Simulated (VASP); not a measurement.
Crystal: BeH2.

```
Be H
1.0
     0.00000    1.55147    1.55147
     1.55147    0.00000    1.55147
     1.55147    1.55147    0.00000
Be H
1 2
Cartesian
  0.0000 0.0000 0.0000
  0.7757 0.7757 0.7757
  2.3272 2.3272 2.3272
```

| Quantity | Value |
| --- | --- |
| Program | VASP 6.6.1 |
| Task | relaxation of cell and atoms |
| Functional | PBEsol |
| Potentials or basis | VASP PAW PBE potentials, release 64 (Be, H) |
| Cutoff | 600 eV |
| k mesh | 12 × 12 × 12 |
| Occupations | fermi-dirac, width 0.03 eV |
| Spin | no spin polarisation |

At the start: pressure 216.4 GPa; volume 2.49 Å³/atom.

**Question.** Where does the relaxation end?

**Answer.** Over 6 steps the energy falls by 1035.4 meV/atom and the volume is 5.03 Å³/atom (+102.1 %); space group Fm-3m (No. 225, to 0.1 Å) before and after.

The path:
```csv
step,energy change (eV),largest force (eV/Å),pressure (GPa),volume (Å³)
1,0.0000,0.0000,216.45,7.47
2,-2.7736,0.0000,37.97,11.73
3,-3.0600,0.0000,11.30,13.69
4,-2.9454,0.0000,-14.34,18.27
5,-3.1057,0.0000,-1.18,15.29
6,-3.1063,0.0000,0.08,15.10
```

Final structure:
```cif
data_structure
_symmetry_space_group_name_H-M 'P 1'
_symmetry_Int_Tables_number 1
_cell_length_a 2.7741
_cell_length_b 2.7741
_cell_length_c 2.7741
_cell_angle_alpha 60.000
_cell_angle_beta 60.000
_cell_angle_gamma 60.000
_cell_volume 15.10
loop_
_atom_site_label
_atom_site_type_symbol
_atom_site_fract_x
_atom_site_fract_y
_atom_site_fract_z
_atom_site_occupancy
Be1 Be 0.00000 0.00000 0.00000 1
H1 H 0.25000 0.25000 0.25000 1
H2 H 0.75000 0.75000 0.75000 1
```

Caveat: the volume moved by over 15 % at a fixed basis, so the end points are rough; the structure was generated, so it needn't be the stable form of BeH2; the PAW data sets were made with another functional, which shifts forces and pressure a little.
